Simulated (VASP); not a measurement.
# Si (Fd-3m) in VASP: further runs

Runs on Si. Level: r2SCAN. Tasks: single point.

Everything below comes from runs of VASP 6.6.1. Logs are shortened: lines on timing, memory, paths and dates and some standing lists are left out, and cuts for length are marked.

## (1) The cell of the first run

The structure is cubic, space group Fd-3m (No. 227). The conventional cell has a = 5.551 Å, b = 5.551 Å, c = 5.551 Å, α = 90.00°, β = 90.00°, γ = 90.00°. Si (site symmetry -43m) has 4 Si at 2.40 Å within 3.2 Å.

## (2) Single point, r2SCAN (volume changed by +6%)

Contents of POSCAR:

```
Si
1.0
    0.0000000000      2.7755073296      2.7755073296
    2.7755073296      0.0000000000      2.7755073296
    2.7755073296      2.7755073296      0.0000000000
Si
2
Direct
    0.0000000000      0.0000000000      0.0000000000
    0.2500000000      0.2500000000      0.2500000000
```

Contents of INCAR.step1:

```
ALGO     = Normal         # electronic algorithm
EDIFF    = 1E-4           # SCF threshold, eV
ENCUT    = 520            # plane-wave cutoff, eV
GGA      = PE             # functional
ISMEAR   = 0              # smearing method
LASPH    = T              # aspherical terms in the spheres
LCHARG   = F              # write CHGCAR
LREAL    = F              # projectors in reciprocal space
LWAVE    = T              # write WAVECAR
NBANDS   = 11             # bands
NELM     = 100            # most SCF steps
PREC     = Accurate       # precision mode
SIGMA    = 0.01           # smearing width, eV
```

Contents of INCAR.step2:

```
ALGO     = Normal         # electronic algorithm
EDIFF    = 1E-6           # SCF threshold, eV
ENCUT    = 520            # plane-wave cutoff, eV
ISIF     = 2              # what is computed and relaxed
ISMEAR   = 0              # smearing method
ISTART   = 1            
LASPH    = T              # aspherical terms in the spheres
LCHARG   = F              # write CHGCAR
LMIXTAU  = T            
LREAL    = F              # projectors in reciprocal space
LWAVE    = F              # write WAVECAR
METAGGA  = R2SCAN         # meta-GGA
NBANDS   = 11             # bands
NELM     = 100            # most SCF steps
PREC     = Accurate       # precision mode
SIGMA    = 0.01           # smearing width, eV
```

Contents of KPOINTS:

```
k-points
0
Gamma
  6 6 6
```

Potentials or basis: VASP PAW PBE potentials, release 64 (Si).

Launch:

```
cat potpaw_PBE.64/Si/POTCAR > POTCAR
cp INCAR.step1 INCAR
mpirun -np 1 vasp_std > vasp.out
cp INCAR.step2 INCAR
mpirun -np 1 vasp_std > vasp.out
```

OUTCAR:

```text
EDIFF = 1E-6
   ENCUT = 520
   ISIF = 2
   ISMEAR = 0
   ISTART = 1
   LASPH = T
   LREAL = F
   METAGGA = R2SCAN
   NELM = 100
   PREC = Accurate

 ion  position               nearest neighbor table
   1  0.000  0.000  0.000-   2 2.40   2 2.40   2 2.40   2 2.40
   2  0.250  0.250  0.250-   1 2.40   1 2.40   1 2.40   1 2.40

  LATTYP: Found a face centered cubic cell.
 ALAT       =     5.5510146592

  Lattice vectors:

 A1 = (   0.0000000000,   2.7755073296,   2.7755073296)
 A2 = (   2.7755073296,   0.0000000000,   2.7755073296)
 A3 = (   2.7755073296,   2.7755073296,   0.0000000000)

Analysis of symmetry for initial positions (statically):
=====================================================================
 Subroutine PRICEL returns:
 Original cell was already a primitive cell.

 Routine SETGRP: Setting up the symmetry group for a
 face centered cubic supercell.

 Subroutine GETGRP returns: Found 48 space group operations
 (whereof 24 operations were pure point group operations)
 out of a pool of 48 trial point group operations.

The static configuration has the point symmetry T_d .
 The point group associated with its full space group is O_h .

Analysis of symmetry for dynamics (positions and initial velocities):
=====================================================================
 Subroutine PRICEL returns:
 Original cell was already a primitive cell.

 Routine SETGRP: Setting up the symmetry group for a
 face centered cubic supercell.

 Subroutine GETGRP returns: Found 48 space group operations
 (whereof 24 operations were pure point group operations)
 out of a pool of 48 trial point group operations.

The dynamic configuration has the point symmetry T_d .
 The point group associated with its full space group is O_h .

 Subroutine INISYM returns: Found 48 space group operations
 (whereof 24 operations are pure point group operations),
 and found     1 'primitive' translations

----------------------------------------------------------------------------------------

                                     Primitive cell

  volume of cell :      42.7619

  direct lattice vectors                    reciprocal lattice vectors
     0.000000000  2.775507330  2.775507330    -0.180147245  0.180147245  0.180147245
     2.775507330  0.000000000  2.775507330     0.180147245 -0.180147245  0.180147245
     2.775507330  2.775507330  0.000000000     0.180147245  0.180147245 -0.180147245

  length of vectors
     3.925160108  3.925160108  3.925160108     0.312024182  0.312024182  0.312024182

  position of ions in fractional coordinates (direct lattice)
     0.000000000  0.000000000  0.000000000
     0.250000000  0.250000000  0.250000000

  ion indices of the primitive-cell ions
   primitive index   ion index
                 1           1
                 2           2

----------------------------------------------------------------------------------------

 KPOINTS: k-points

Automatic generation of k-mesh.
 Grid dimensions read from file:
 generate k-points for:    6    6    6

 Generating k-lattice:

  Cartesian coordinates                     Fractional coordinates (reciprocal lattice)
    -0.030024541  0.030024541  0.030024541     0.166666667  0.000000000  0.000000000
     0.030024541 -0.030024541  0.030024541     0.000000000  0.166666667  0.000000000
     0.030024541  0.030024541 -0.030024541     0.000000000  0.000000000  0.166666667

  Length of vectors
     0.052004030  0.052004030  0.052004030

  Shift w.r.t. Gamma in fractional coordinates (k-lattice)
     0.000000000  0.000000000  0.000000000

 Subroutine IBZKPT returns following result:
 ===========================================

 Found     16 irreducible k-points:

 Following reciprocal coordinates:
            Coordinates               Weight
  0.000000  0.000000  0.000000      1.000000
  0.166667  0.000000  0.000000      8.000000
  0.333333  0.000000  0.000000      8.000000
  0.500000  0.000000  0.000000      4.000000
  0.166667  0.166667  0.000000      6.000000
  0.333333  0.166667  0.000000     24.000000
[... 8 lines left out ...]
 -0.333333  0.333333  0.166667     24.000000
 -0.333333  0.500000  0.166667     12.000000
   k-points           NKPTS =     16   k-points in BZ     NKDIM =     16   number of bands    NBANDS=     11
   number of dos      NEDOS =    301   number of ions     NIONS =      2
   total plane-waves  NPLWV =  27000
   dimension x,y,z NGX =    30 NGY =   30 NGZ =   30
   dimension x,y,z NGXF=    60 NGYF=   60 NGZF=   60
   ions per type =               2
   NGX,Y,Z   is equivalent  to a cutoff of  12.71, 12.71, 12.71 a.u.
   NGXF,Y,Z  is equivalent  to a cutoff of  25.41, 25.41, 25.41 a.u.
 SYSTEM =  unknown system
   PREC   = accura    normal or accurate (medium, high low for compatibility)
   ISTART =      1    job   : 0-new  1-cont  2-samecut
   ICHARG =      0    charge: 1-file 2-atom 10-const
   ISPIN  =      1    spin polarized calculation?
   LNONCOLLINEAR =      F non collinear calculations
   LSORBIT =      F    spin-orbit coupling
   LASPH  =      T    aspherical Exc in radial PAW
   ENCUT  =  520.0 eV  38.22 Ry    6.18 a.u.   7.30  7.30  7.30*2*pi/ulx,y,z
   NELM   =    100;   NELMIN=  2; NELMDL=  0     # of ELM steps
   EDIFF  = 0.1E-05   stopping-criterion for ELM
   LREAL  =      F    real-space projection
   EDIFFG = 0.1E-04   stopping-criterion for IOM
   NSW    =      0    number of steps for IOM
   IBRION =     -1    ionic relax: 0-MD 1-quasi-New 2-CG
   NFREE  =      0    steps in history (QN), initial steepest desc. (CG)
   ISIF   =      2    stress and relaxation
   ISYM   =      2    0-nonsym 1-usesym 2-fastsym
   POTIM  = 0.5000    time-step for ionic-motion
   TEBEG  =    0.0;   TEEND  =   0.0 temperature during run
   PSTRESS=    0.0 pullay stress
   NELECT =       8.0000    total number of electrons
   NUPDOWN=      -1.0000    fix difference up-down
   EMIN   =  10.00;   EMAX   =-10.00  energy-range for DOS
   EFERMI =   0.00;   METHOD = LEGACY
   ISMEAR =     0;   SIGMA  =   0.01  broadening in eV -4-tet -1-fermi 0-gaus
   EFERMI_NEDOS =   21; number of points for ismear=-14 and -15
   IALGO  =     38    algorithm
   IMIX   =      4    mixing-type and parameters
     AMIX     =   0.40;   BMIX     =  1.00
     AMIX_MAG =   1.60;   BMIX_MAG =  1.00
  volume/ion in A,a.u.               =      21.38       144.29
  Fermi-wavevector in a.u.,A,eV,Ry     =   0.936309  1.769367 11.927877  0.876674
  Thomas-Fermi vector in A             =   2.063305
   LORBIT       =      0    0 simple, 1 ext, 2 COOP (PROOUT), +10 PAW based schemes
   METAGGA = R2SCAN    functional components
   LHFCALC =     F    Hartree Fock is set to
   AEXX    =    0.0000 exact exchange contribution
   IVDW    =     0    specifies the selected vdW correction
   LEPSILON=     F    determine dielectric tensor
   LRPA    =     F    only Hartree local field effects (RPA)
 non-spin polarized calculation
 Gauss-broadening in eV      SIGMA  =   0.01
  energy-cutoff  :      520.00
  volume of cell :       42.76
 maximum number of plane-waves:      1167
 NGX is ok and might be reduce to    30
   NGX = 15   NGY = 15   NGZ = 15

 number of electron       8.0000000 magnetization

 Free energy of the ion-electron system (eV)
  ---------------------------------------------------
  ext. energy  EPLUGINS =         0.00000000
  ---------------------------------------------------
  free energy    TOTEN  =       -17.48666969 eV

  energy without entropy =      -17.48666969  energy(sigma->0) =      -17.48666969

 E-fermi :   5.1772     XC(G=0):  -9.5919

 val. band max:        5.0937410291   @ k =   0.0000   0.0000   0.0000
 cond. band min:       6.1008244908   @ k =   0.3333   0.3333   0.0000
 fundamental gap:      1.0070834617
 Fermi energy:         5.1771874351

 k-point     1 :       0.0000    0.0000    0.0000
  band No.  band energies     occupation
      1      -6.9776      2.00000
      2       5.0937      2.00000
      3       5.0937      2.00000
      4       5.0937      2.00000
      5       7.8176      0.00000
      6       7.8176      0.00000
      7       7.8176      0.00000
      8       8.2877      0.00000
      9      13.1840      0.00000
     10      13.1840      0.00000
     11      13.4894      0.00000

 k-point     2 :       0.1667    0.0000    0.0000
  band No.  band energies     occupation
      1      -6.6184      2.00000
      2       2.6910      2.00000
      3       4.6458      2.00000
      4       4.6458      2.00000
      5       7.5381      0.00000
      6       8.4674      0.00000
      7       8.4674      0.00000
      8      10.5337      0.00000
      9      12.5841      0.00000
     10      12.5841      0.00000
     11      14.6011      0.00000

 k-point     3 :       0.3333    0.0000    0.0000
  band No.  band energies     occupation
      1      -5.6139      2.00000
      2      -0.2619      2.00000
      3       4.0857      2.00000
      4       4.0857      2.00000
      5       6.9517      0.00000
      6       8.8333      0.00000
      7       8.8333      0.00000
      8      13.2588      0.00000
      9      13.4625      0.00000
     10      13.4625      0.00000
     11      14.5034      0.00000
[... 155 lines left out ...]
 k-point    15 :      -0.3333    0.3333    0.1667
  band No.  band energies     occupation
      1      -3.7458      2.00000
      2      -1.8493      2.00000
      3       1.1716      2.00000
      4       2.3931      2.00000
      5       8.7582      0.00000
      6       8.8445      0.00000
      7      11.4828      0.00000
      8      11.8337      0.00000
      9      12.8872      0.00000
     10      16.5410      0.00000
     11      17.3466      0.00000

 k-point    16 :      -0.3333    0.5000    0.1667
  band No.  band energies     occupation
      1      -2.7457      2.00000
      2      -2.7457      2.00000
      3       1.5375      2.00000
      4       1.5375      2.00000
      5       8.1166      0.00000
      6       8.1166      0.00000
      7      12.0961      0.00000
      8      12.0961      0.00000
      9      15.9588      0.00000
     10      15.9588      0.00000
     11      18.3499      0.00000

------------------------ aborting loop because EDIFF is reached ----------------------------------------

  FORCE on cell =-STRESS in cart. coord.  units (eV):
  Direction    XX          YY          ZZ          XY          YZ          ZX
  --------------------------------------------------------------------------------------
  -------------------------------------------------------------------------------------
  Total       -1.3780841     -1.3780841     -1.3780841      0.0000000      0.0000000      0.0000000
  in kB      -51.6332156    -51.6332156    -51.6332156      0.0000000      0.0000000      0.0000000
  external PRESSURE =     -51.6332156 kB  Pullay stress =       0.0000000 kB

 VOLUME and BASIS-vectors are now :
 -----------------------------------------------------------------------------
  energy-cutoff  :      520.00
  volume of cell :       42.76
      direct lattice vectors                 reciprocal lattice vectors
     0.000000000  2.775507330  2.775507330    -0.180147245  0.180147245  0.180147245
     2.775507330  0.000000000  2.775507330     0.180147245 -0.180147245  0.180147245
     2.775507330  2.775507330  0.000000000     0.180147245  0.180147245 -0.180147245

 POSITION                                       TOTAL-FORCE (eV/Angst)
 -----------------------------------------------------------------------------------
      0.00000      0.00000      0.00000        -0.000000     -0.000000     -0.000000
      1.38775      1.38775      1.38775         0.000000      0.000000      0.000000
 -----------------------------------------------------------------------------------
    total drift:                               -0.000000     -0.000000     -0.000000

  FREE ENERGIE OF THE ION-ELECTRON SYSTEM (eV)
  ---------------------------------------------------
  free  energy   TOTEN  =       -17.4866696897 eV

  energy  without entropy=      -17.4866696897  energy(sigma->0) =      -17.48666969
```

Wall time 23 s (1 thread of Intel Xeon Platinum 8488C (Sapphire Rapids), shared host); peak memory 0.15 GiB.

What came out:

| Property | Result |
| --- | --- |
| Free energy | -17.4867 eV |
| Pressure | -5.2 GPa |
| Band gap on the k mesh | 1.01 eV, indirect (least direct gap 2.72 eV) |

Levels at points of the mesh, in eV from the valence-band top:
```
           k point  band 2  band 3  band 4  band 5  band 6  band 7
(0.00, 0.00, 0.00)    0.00    0.00    0.00    2.72    2.72    2.72
(0.50, 0.00, 0.00)   -6.96   -1.21   -1.21    1.63    3.61    3.61
(0.50, 0.50, 0.00)   -7.94   -2.84   -2.84    1.03    1.03   10.29
```

Caveat: the cell differs from its parent crystal (volume changed by +6%); the PAW data sets were made with another functional, which shifts forces and pressure a little. A k mesh can miss the band edges.

## (3) Single point, r2SCAN

This run uses another cell than the first one, of 20.17 Å³/atom, 0.943 times its volume.

Contents of POSCAR:

```
Si
1.0
    0.0000000000      2.7221188951      2.7221188951
    2.7221188951      0.0000000000      2.7221188951
    2.7221188951      2.7221188951      0.0000000000
Si
2
Direct
    0.0000000000      0.0000000000      0.0000000000
    0.2500000000      0.2500000000      0.2500000000
```

Contents of INCAR.step1:

```
  ALGO = Normal
  EDIFF = 1E-4
  ENCUT = 520
  GGA = PE
  ISMEAR = 0
  LASPH = True
  LCHARG = False
  LREAL = False
  LWAVE = True
  NBANDS = 11
  NELM = 100
  PREC = Accurate
  SIGMA = 0.01
```

Contents of INCAR.step2:

```
  ALGO = Normal
  EDIFF = 1E-6
  ENCUT = 520
  ISIF = 2
  ISMEAR = 0
  ISTART = 1
  LASPH = True
  LCHARG = False
  LMIXTAU = True
  LREAL = False
  LWAVE = False
  METAGGA = R2SCAN
  NBANDS = 11
  NELM = 100
  PREC = Accurate
  SIGMA = 0.01
```

Contents of KPOINTS:

```
k-points
0
Gamma
  8 8 8
```

Potentials or basis: VASP PAW PBE potentials, release 64 (Si).

Launch:

```
cat potpaw_PBE.64/Si/POTCAR > POTCAR
cp INCAR.step1 INCAR
mpirun -np 1 vasp_std > vasp.out
cp INCAR.step2 INCAR
mpirun -np 1 vasp_std > vasp.out
```

Run time: 32 s. Hardware: 1 thread of Intel Xeon Platinum 8488C (Sapphire Rapids), shared host; peak memory 0.16 GiB.

Results (log left out):

* Free energy: -17.5471 eV
* Pressure: -0.2 GPa
* Band gap on the k mesh: 0.83 eV, indirect (least direct gap 2.75 eV)

Levels at points of the mesh, in eV from the valence-band top:
```
           k point  band 2  band 3  band 4  band 5  band 6  band 7
(0.00, 0.00, 0.00)    0.00    0.00    0.00    2.75    2.75    2.75
(0.50, 0.00, 0.00)   -7.23   -1.27   -1.27    1.86    3.59    3.59
(0.50, 0.50, 0.00)   -8.13   -2.99   -2.99    0.93    0.93   10.81
```

Caveat: the PAW data sets were made with another functional, which shifts forces and pressure a little.
